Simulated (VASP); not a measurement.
Input of a VASP 6.6.1 run:

The input INCAR:

```
PREC = Accurate ; ENCUT = 520
EDIFF = 1E-7 ; ISMEAR = -1
SIGMA = 0.05 ; LREAL = F
LASPH = T ; NELM = 80
ALGO = Normal ; ISIF = 2
LWAVE = F ; LCHARG = F
GGA = PS ; NBANDS = 12
```

Contents of KPOINTS:

```
Automatic mesh
0
Gamma
  7 4 4
```

POSCAR

```
Sb
1.0
    3.1224020000      0.0000000000      0.0000000000
    0.0000000000      4.3475180000      0.0000000000
   -0.0389150000      0.0000000000      4.4058520000
Sb
2
Direct
    0.0113890000      0.2500000000      0.2411660000
    0.9886110000      0.7500000000      0.7588340000
```

Potentials or basis: VASP PAW PBE potentials, release 64 (Sb).

Run with:

```bash
$ cat potpaw_PBE.64/Sb/POTCAR > POTCAR
$ mpirun -np 1 vasp_std > vasp.out
```

(1) Estimate the band gap on the k mesh.

(2) Estimate the pressure.

## Answers

(1) zero (bands 5 and 6 overlap by 8.18 eV).

(2) -2.2 GPa.

Caveat: the k points lie up to 0.36 Å⁻¹ apart, too coarse for converged energies and pressures of a metal; the PAW data sets were made with another functional, which shifts forces and pressure a little; spin-orbit coupling is left out, which moves the levels of the heavy elements.
